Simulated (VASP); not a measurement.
Here is a VASP 6.6.1 calculation.

The input INCAR:

```
PREC     = Accurate       # precision mode
ENCUT    = 500            # plane-wave cutoff, eV
EDIFF    = 1E-7           # SCF threshold, eV
ISMEAR   = 1              # smearing method
SIGMA    = 0.05           # smearing width, eV
LREAL    = F              # projectors in reciprocal space
LASPH    = T              # aspherical terms in the spheres
NELM     = 120            # most SCF steps
ALGO     = Normal         # electronic algorithm
ISIF     = 3              # what is computed and relaxed
LWAVE    = F              # write WAVECAR
LCHARG   = F              # write CHGCAR
GGA      = CA             # functional
IBRION   = 2              # ionic algorithm
NSW      = 80             # ionic steps
EDIFFG   = -0.03          # ionic threshold
GGA_COMPAT= F            
NELMIN   = 4
```

File KPOINTS:

```
regular mesh
0
Gamma
  12 12 12
```

POSCAR

```
Sr
1.0
    0.0000000000      3.0400000000      3.0400000000
    3.0400000000      0.0000000000      3.0400000000
    3.0400000000      3.0400000000      0.0000000000
Sr
1
Direct
    0.0000000000      0.0000000000      0.0000000000
```

Potentials or basis: VASP PAW LDA potentials, release 64 (Sr_sv).

Command:

```sh
$ cat potpaw_LDA.64/Sr_sv/POTCAR > POTCAR
$ mpirun -np 1 vasp_std > vasp.out
```

**Question.** Predict the relaxed cell.

**Answer.** a = 4.105 Å, b = 4.105 Å, c = 4.105 Å, α = 60.00°, β = 60.00°, γ = 60.00°.

**Question.** Predict the relaxed volume.

**Answer.** 48.91 Å³/atom.

**Question.** What does it give for the space group after relaxing (to 0.1 Å)?

**Answer.** Fm-3m (No. 225).

The path:
```csv
step,energy change (eV),largest force (eV/Å),pressure (GPa),volume (Å³)
1,0.0000,0.0000,-1.64,56.19
2,-0.0354,0.0000,-0.79,51.63
3,-0.0431,0.0000,-0.09,48.91
```
